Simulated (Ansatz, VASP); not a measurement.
**YBe: VASP beside Ansatz**

```
CELL_PARAMETERS angstrom
3.41862 0.00000 0.00000
0.00000 3.41862 0.00000
0.00000 0.00000 3.41862
ATOMIC_POSITIONS crystal
Y 0.00000 0.00000 0.00000
Be 0.50000 0.50000 0.50000
```

Alike in both runs: functional PBE; k mesh 16 × 16 × 16; occupations gaussian, width 0.1 eV; no spin polarisation.

Ansatz relaxed the structure, and its values are those at the end. VASP's run is a single point on that final structure, the one shown.

```csv
,VASP,Ansatz
version,VASP 6.6.1,Ansatz 0.2.0
potentials or method,"VASP PAW PBE potentials, release 64 (Y_sv, Be), cutoff 520 eV","scalar-relativistic, plane waves, PAW"
valence electrons in the cell,13,13
```

|  | VASP | Ansatz | Ansatz less VASP |
| --- | --- | --- | --- |
| gap on the k mesh at the Fermi level (eV) | none | none | - |
| pressure (GPa) | -0.1 | 0.0 | +0.06 |

A gap of «none» marks a metal or a gap that the smearing closes.
